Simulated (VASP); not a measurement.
# Mg5Te2 (P4/mmm) in VASP: single point with PBE

Aim: the single point of Mg5Te2 with PBE.

All numbers are computed with VASP 6.6.1; they aren't measurements. Logs are shortened: lines on timing, memory, paths and dates and some standing lists are left out, and cuts for length are marked.

## (1) The cell of the first run

It takes space group P4/mmm (No. 123, tetragonal). The conventional cell has a = 6.363 Å, b = 6.363 Å, c = 4.503 Å, α = 90.00°, β = 90.00°, γ = 90.00°. Mg (site symmetry m2m) has 6 Mg at 3.07 to 3.29 Å and 4 Te at 3.18 Å within 4.0 Å. Within 4.2 Å of Mg (site symmetry 4/mmm) lie 4 Te at 3.18 Å and 8 Mg at 3.24 Å. Within 4.2 Å of Te (site symmetry mmm) lie 10 Mg at 3.18 Å.

The cell was generated, and may not be a known phase.

## (2) Single point, PBE

INCAR reads:

```
PREC     = Accurate       # precision mode
ENCUT    = 520            # plane-wave cutoff, eV
EDIFF    = 1E-7           # SCF threshold, eV
ISMEAR   = 0              # smearing method
SIGMA    = 0.1            # smearing width, eV
LREAL    = False          # projectors in reciprocal space
LASPH    = True           # aspherical terms in the spheres
NELM     = 100            # most SCF steps
ALGO     = Fast           # electronic algorithm
ISIF     = 2              # what is computed and relaxed
LWAVE    = False          # write WAVECAR
LCHARG   = False          # write CHGCAR
GGA      = PE             # functional
NBANDS   = 20             # bands
```

KPOINTS reads:

```
Automatic mesh
0
Gamma
  6 6 8
```

POSCAR reads:

```
Mg5Te2
1.0
    6.3630732438      0.0000000000      0.0000000000
    0.0000000000      6.3630732438      0.0000000000
    0.0000000000      0.0000000000      4.5026558038
Mg Te
5 2
Direct
    0.7585148196      0.7585148196      0.0000000000
    0.2414851804      0.2414851804      0.0000000000
    0.2414851804      0.7585148196      0.0000000000
    0.7585148196      0.2414851804      0.0000000000
    0.5000000000      0.5000000000      0.5000000000
    0.5000000000      0.0000000000      0.5000000000
    0.0000000000      0.5000000000      0.5000000000
```

Potentials or basis: VASP PAW PBE potentials, release 64 (Mg, Te).

Launch:

```console
$ cat potpaw_PBE.64/Mg/POTCAR potpaw_PBE.64/Te/POTCAR > POTCAR
$ mpirun -np 1 vasp_std > vasp.out
```

OUTCAR:

```text
PREC = Accurate
   ENCUT = 520
   EDIFF = 1E-7
   ISMEAR = 0
   LREAL = False
   LASPH = True
   NELM = 100
   ISIF = 2
   GGA = PE

 ion  position               nearest neighbor table
   1  0.759  0.759  0.000-   3 3.07   4 3.07   6 3.18   7 3.18   6 3.18   7 3.18   5 3.24   5 3.24
                             4 3.29   3 3.29
   2  0.241  0.241  0.000-   3 3.07   4 3.07   6 3.18   7 3.18   6 3.18   7 3.18   5 3.24   5 3.24
                             4 3.29   3 3.29
   3  0.241  0.759  0.000-   1 3.07   2 3.07   6 3.18   7 3.18   6 3.18   7 3.18   5 3.24   5 3.24
                             1 3.29   2 3.29
   4  0.759  0.241  0.000-   1 3.07   2 3.07   6 3.18   7 3.18   6 3.18   7 3.18   5 3.24   5 3.24
                             1 3.29   2 3.29
   5  0.500  0.500  0.500-   6 3.18   7 3.18   6 3.18   7 3.18   1 3.24   2 3.24   1 3.24   2 3.24
                             3 3.24   4 3.24   3 3.24   4 3.24
   6  0.500  0.000  0.500-   5 3.18   5 3.18   3 3.18   4 3.18   1 3.18   1 3.18   2 3.18   3 3.18
                             4 3.18   2 3.18
   7  0.000  0.500  0.500-   5 3.18   5 3.18   3 3.18   4 3.18   1 3.18   1 3.18   2 3.18   3 3.18
                             4 3.18   2 3.18

  LATTYP: Found a simple tetragonal cell.
 ALAT       =     6.3630732438
 C/A-ratio  =     0.7076228155

  Lattice vectors:

 A1 = (   6.3630732438,   0.0000000000,   0.0000000000)
 A2 = (   0.0000000000,   6.3630732438,   0.0000000000)
 A3 = (   0.0000000000,   0.0000000000,   4.5026558038)

Analysis of symmetry for initial positions (statically):
=====================================================================
 Subroutine PRICEL returns:
 Original cell was already a primitive cell.

 Routine SETGRP: Setting up the symmetry group for a
 simple tetragonal supercell.

 Subroutine GETGRP returns: Found 16 space group operations
 (whereof 16 operations were pure point group operations)
 out of a pool of 16 trial point group operations.

The static configuration has the point symmetry D_4h.

Analysis of symmetry for dynamics (positions and initial velocities):
=====================================================================
 Subroutine PRICEL returns:
 Original cell was already a primitive cell.

 Routine SETGRP: Setting up the symmetry group for a
 simple tetragonal supercell.

 Subroutine GETGRP returns: Found 16 space group operations
 (whereof 16 operations were pure point group operations)
 out of a pool of 16 trial point group operations.

The dynamic configuration has the point symmetry D_4h.

 Subroutine INISYM returns: Found 16 space group operations
 (whereof 16 operations are pure point group operations),
 and found     1 'primitive' translations

----------------------------------------------------------------------------------------

                                     Primitive cell

  volume of cell :     182.3067

  direct lattice vectors                    reciprocal lattice vectors
     6.363073244  0.000000000  0.000000000     0.157156764  0.000000000  0.000000000
     0.000000000  6.363073244  0.000000000     0.000000000  0.157156764  0.000000000
     0.000000000  0.000000000  4.502655804     0.000000000  0.000000000  0.222091149

  length of vectors
     6.363073244  6.363073244  4.502655804     0.157156764  0.157156764  0.222091149

  position of ions in fractional coordinates (direct lattice)
     0.758514820  0.758514820  0.000000000
     0.241485180  0.241485180  0.000000000
     0.241485180  0.758514820  0.000000000
     0.758514820  0.241485180  0.000000000
     0.500000000  0.500000000  0.500000000
     0.500000000  0.000000000  0.500000000
     0.000000000  0.500000000  0.500000000

  ion indices of the primitive-cell ions
   primitive index   ion index
                 1           1
                 2           2
                 3           3
                 4           4
                 5           5
                 6           6
                 7           7

----------------------------------------------------------------------------------------

 KPOINTS: Automatic mesh

Automatic generation of k-mesh.
 Grid dimensions read from file:
 generate k-points for:    6    6    8

 Generating k-lattice:

  Cartesian coordinates                     Fractional coordinates (reciprocal lattice)
     0.026192794  0.000000000  0.000000000     0.166666667  0.000000000  0.000000000
     0.000000000  0.026192794  0.000000000     0.000000000  0.166666667  0.000000000
     0.000000000  0.000000000  0.027761394     0.000000000  0.000000000  0.125000000

  Length of vectors
     0.026192794  0.026192794  0.027761394

  Shift w.r.t. Gamma in fractional coordinates (k-lattice)
     0.000000000  0.000000000  0.000000000

 Subroutine IBZKPT returns following result:
 ===========================================

 Found     50 irreducible k-points:

 Following reciprocal coordinates:
            Coordinates               Weight
  0.000000  0.000000  0.000000      1.000000
  0.166667  0.000000  0.000000      4.000000
  0.333333  0.000000  0.000000      4.000000
  0.500000  0.000000  0.000000      2.000000
  0.166667  0.166667  0.000000      4.000000
  0.333333  0.166667  0.000000      8.000000
[... 16 lines left out ...]
  0.333333  0.000000  0.250000      8.000000
  0.500000  0.000000  0.250000      4.000000
 [... further k-points ...]
   k-points           NKPTS =     50   k-points in BZ     NKDIM =     50   number of bands    NBANDS=     20
   number of dos      NEDOS =    301   number of ions     NIONS =      7
   total plane-waves  NPLWV =  82944
   dimension x,y,z NGX =    48 NGY =   48 NGZ =   36
   dimension x,y,z NGXF=    96 NGYF=   96 NGZF=   72
   ions per type =               5   2
   NGX,Y,Z   is equivalent  to a cutoff of  12.54, 12.54, 13.29 a.u.
   NGXF,Y,Z  is equivalent  to a cutoff of  25.08, 25.08, 26.58 a.u.
 SYSTEM =  unknown system
   PREC   = accura    normal or accurate (medium, high low for compatibility)
   ISTART =      0    job   : 0-new  1-cont  2-samecut
   ICHARG =      2    charge: 1-file 2-atom 10-const
   ISPIN  =      1    spin polarized calculation?
   LNONCOLLINEAR =      F non collinear calculations
   LSORBIT =      F    spin-orbit coupling
   LASPH  =      T    aspherical Exc in radial PAW
   ENCUT  =  520.0 eV  38.22 Ry    6.18 a.u.  11.83 11.83  8.37*2*pi/ulx,y,z
   NELM   =    100;   NELMIN=  2; NELMDL= -5     # of ELM steps
   EDIFF  = 0.1E-06   stopping-criterion for ELM
   LREAL  =      F    real-space projection
   EDIFFG = 0.1E-05   stopping-criterion for IOM
   NSW    =      0    number of steps for IOM
   IBRION =     -1    ionic relax: 0-MD 1-quasi-New 2-CG
   NFREE  =      0    steps in history (QN), initial steepest desc. (CG)
   ISIF   =      2    stress and relaxation
   ISYM   =      2    0-nonsym 1-usesym 2-fastsym
   POTIM  = 0.5000    time-step for ionic-motion
   TEBEG  =    0.0;   TEEND  =   0.0 temperature during run
   PSTRESS=    0.0 pullay stress
   NELECT =      22.0000    total number of electrons
   NUPDOWN=      -1.0000    fix difference up-down
   EMIN   =  10.00;   EMAX   =-10.00  energy-range for DOS
   EFERMI =   0.00;   METHOD = LEGACY
   ISMEAR =     0;   SIGMA  =   0.10  broadening in eV -4-tet -1-fermi 0-gaus
   EFERMI_NEDOS =   21; number of points for ismear=-14 and -15
   IALGO  =     68    algorithm
   IMIX   =      4    mixing-type and parameters
     AMIX     =   0.40;   BMIX     =  1.00
     AMIX_MAG =   1.60;   BMIX_MAG =  1.00
  volume/ion in A,a.u.               =      26.04       175.75
  Fermi-wavevector in a.u.,A,eV,Ry     =   0.808999  1.528787  8.904741  0.654480
  Thomas-Fermi vector in A             =   1.917909
   LORBIT       =      0    0 simple, 1 ext, 2 COOP (PROOUT), +10 PAW based schemes
   GGA     = PE    functional components
   LHFCALC =     F    Hartree Fock is set to
   AEXX    =    0.0000 exact exchange contribution
   IVDW    =     0    specifies the selected vdW correction
   LEPSILON=     F    determine dielectric tensor
   LRPA    =     F    only Hartree local field effects (RPA)
 non-spin polarized calculation
 RMM-DIIS sequential band-by-band and
 Gauss-broadening in eV      SIGMA  =   0.10
  energy-cutoff  :      520.00
  volume of cell :      182.31
 maximum number of plane-waves:      4981
 NGX is ok and might be reduce to    48
   NGX = 23   NGY = 23   NGZ = 17

 number of electron      22.0000000 magnetization

 Free energy of the ion-electron system (eV)
  ---------------------------------------------------
  ext. energy  EPLUGINS =         0.00000000
  ---------------------------------------------------
  free energy    TOTEN  =       -15.25039809 eV

  energy without entropy =      -15.23713047  energy(sigma->0) =      -15.24376428

 E-fermi :   4.3939     XC(G=0):  -8.6683

 val. band max:        4.3768016330   @ k =   0.3333   0.1667   0.5000
 cond. band min:       4.4006186360   @ k =   0.3333   0.3333   0.3750
 fundamental gap:      0.0238170030
 Fermi energy:         4.3938796153

 k-point     1 :       0.0000    0.0000    0.0000
  band No.  band energies     occupation
      1      -7.9552      2.00000
      2      -7.3544      2.00000
      3      -0.9149      2.00000
      4      -0.9149      2.00000
      5       0.5312      2.00000
      6       0.9861      2.00000
[... 12 lines left out ...]
     19       8.0403      0.00000
     20       8.0403      0.00000

 k-point     2 :       0.1667    0.0000    0.0000
  band No.  band energies     occupation
      1      -7.9165      2.00000
      2      -7.3956      2.00000
      3      -1.0193      2.00000
      4      -0.8343      2.00000
      5       0.2707      2.00000
      6       1.0067      2.00000
[... 12 lines left out ...]
     19       7.9454      0.00000
     20       8.0041      0.00000
[... 465 lines left out ...]
      3      -1.0840      2.00000
      4      -0.6955      2.00000
      5      -0.2927      2.00000
      6       0.0366      2.00000
[... 12 lines left out ...]
     19       7.9328      0.00000
     20       9.0810      0.00000

 k-point    24 :       0.5000    0.0000    0.2500
  band No.  band energies     occupation
      1      -7.5182      2.00000
      2      -7.4984      2.00000
      3      -1.0700      2.00000
      4      -0.6127      2.00000
      5      -0.1628      2.00000
      6      -0.1145      2.00000
[... 12 lines left out ...]
     19       8.0944      0.00000
     20       8.2212      0.00000

 [... further k-points ...]
[... 5 lines left out ...]
  --------------------------------------------------------------------------------------
  -------------------------------------------------------------------------------------
  Total       -0.1049801     -0.1049801     -0.0746898      0.0000000     -0.0000000      0.0000000
  in kB       -0.9226028     -0.9226028     -0.6564012      0.0000000     -0.0000000      0.0000000
  external PRESSURE =      -0.8338689 kB  Pullay stress =       0.0000000 kB

 VOLUME and BASIS-vectors are now :
 -----------------------------------------------------------------------------
  energy-cutoff  :      520.00
  volume of cell :      182.31
      direct lattice vectors                 reciprocal lattice vectors
     6.363073244  0.000000000  0.000000000     0.157156764  0.000000000  0.000000000
     0.000000000  6.363073244  0.000000000     0.000000000  0.157156764  0.000000000
     0.000000000  0.000000000  4.502655804     0.000000000  0.000000000  0.222091149

 POSITION                                       TOTAL-FORCE (eV/Angst)
 -----------------------------------------------------------------------------------
      4.82649      4.82649      0.00000        -0.000647     -0.000647      0.000000
      1.53659      1.53659      0.00000         0.000647      0.000647      0.000000
      1.53659      4.82649      0.00000         0.000647     -0.000647      0.000000
      4.82649      1.53659      0.00000        -0.000647      0.000647     -0.000000
      3.18154      3.18154      2.25133         0.000000      0.000000      0.000000
      3.18154      0.00000      2.25133         0.000000      0.000000      0.000000
      0.00000      3.18154      2.25133         0.000000      0.000000      0.000000
 -----------------------------------------------------------------------------------
    total drift:                                0.000000      0.000000     -0.000000

  FREE ENERGIE OF THE ION-ELECTRON SYSTEM (eV)
  ---------------------------------------------------
  free  energy   TOTEN  =       -15.2503980919 eV

  energy  without entropy=      -15.2371304660  energy(sigma->0) =      -15.24376428
```

It took 89 s on 1 thread of Intel Xeon 6975P-C (Granite Rapids), shared host; peak memory 0.39 GiB.

What came out:

```
Free energy            : -15.2504 eV
Pressure               : -0.1 GPa
Band gap on the k mesh : zero (bands 11 and 12 overlap by 2.65 eV)
```

Caveat: spin-orbit coupling is left out, which moves the levels of the heavy elements.

The gap in the log of VASP goes by the Fermi energy; the results here count the filled bands.